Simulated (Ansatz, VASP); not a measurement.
MgO2 in VASP and in Ansatz

```
CELL_PARAMETERS angstrom
4.79193 0.00000 0.00000
0.00000 4.79193 0.00000
0.00000 0.00000 4.79193
ATOMIC_POSITIONS crystal
Mg 0.00000 0.50000 0.50000
Mg 0.50000 0.50000 0.00000
Mg 0.50000 0.00000 0.50000
Mg 0.00000 0.00000 0.00000
O 0.41110 0.08890 0.91110
O 0.08890 0.91110 0.41110
O 0.91110 0.41110 0.08890
O 0.58890 0.58890 0.58890
O 0.41110 0.41110 0.41110
O 0.08890 0.58890 0.91110
O 0.91110 0.08890 0.58890
O 0.58890 0.91110 0.08890
```

Alike in both runs: functional PBEsol; k mesh 6 × 6 × 6; occupations gaussian, width 0.02 eV; no spin polarisation.

Ansatz relaxed the structure, and its values are those at the end. VASP's run is a single point on that final structure, the one shown.

|  | VASP | Ansatz |
| --- | --- | --- |
| version | VASP 6.6.1 | Ansatz 0.2.0 |
| potentials or method | VASP PAW PBE potentials, release 64 (Mg, O), cutoff 520 eV | scalar-relativistic, plane waves, PAW |
| valence electrons in the cell | 56 | 88 |

|  | VASP | Ansatz | Ansatz less VASP |
| --- | --- | --- | --- |
| gap on the k mesh at the Fermi level (eV) | 4.05 | 4.08 | +0.026 |
| least direct gap on the mesh (eV) | 4.19 | 4.21 | +0.026 |
| pressure (GPa) | 4.4 | 4.4 | +0.02 |
| rms of the force components (eV/Å) | 0.097 | 0.001 | -0.0954 |

VASP's potentials were made for PBE, not for PBEsol. VASP's potentials hold 56 valence electrons a cell and Ansatz's 88, so a difference there can come from the potentials and not from the codes. Ansatz's warnings: stress scf threshold loose.
